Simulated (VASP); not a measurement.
Here is a VASP 6.6.1 calculation.

POSCAR

```
ZnO
1.0
    3.0407770624      0.0000000000      0.0000000000
   -1.5203885312      2.6333901833      0.0000000000
    0.0000000000      0.0000000000      5.5086383885
Zn O
2 2
Direct
    0.6666666667      0.3333333333      0.5150759457
    0.3333333333      0.6666666667      0.0150759457
    0.6666666667      0.3333333333      0.8652340543
    0.3333333333      0.6666666667      0.3652340543
```

The input INCAR.step1:

```
ALGO = Normal ; EDIFF = 1E-4
ENCUT = 520 ; GGA = PE
ISMEAR = 0 ; LASPH = True
LCHARG = False ; LREAL = False
LWAVE = True ; NBANDS = 26
NELM = 100 ; PREC = Accurate
SIGMA = 0.02
```

Contents of INCAR.step2:

```
ALGO = Normal ; EDIFF = 1E-7
ENCUT = 520 ; ISIF = 2
ISMEAR = 0 ; ISTART = 1
LASPH = True ; LCHARG = False
LMIXTAU = True ; LREAL = False
LWAVE = False ; METAGGA = R2SCAN
NBANDS = 26 ; NELM = 100
PREC = Accurate ; SIGMA = 0.02
```

The input KPOINTS:

```
k-points
0
Gamma
  12 12 6
```

Potentials or basis: VASP PAW PBE potentials, release 64 (Zn, O).

Launch:

```sh
$ cat potpaw_PBE.64/Zn/POTCAR potpaw_PBE.64/O/POTCAR > POTCAR
$ cp INCAR.step1 INCAR
$ mpirun -np 1 vasp_std > vasp.out
$ cp INCAR.step2 INCAR
$ mpirun -np 1 vasp_std > vasp.out
```

Problem. Estimate the band gap on the k mesh.

Solution. 1.12 eV.

Problem. What does it give for the pressure?

Solution. 11.1 GPa.

Problem. What does it give for the largest force?

Solution. 0.009 eV/Å.

Stress tensor (GPa, compression positive):
```
15.87  0.00  0.00
 0.00 15.87  0.00
 0.00  0.00  1.45
```

Caveat: the cell differs from its parent crystal (biaxial strain in the a-b plane: -6.0 %, then relaxed in part); the stress differs along the axes, from 1 to 16 GPa; the PAW data sets were made with another functional, which shifts forces and pressure a little.
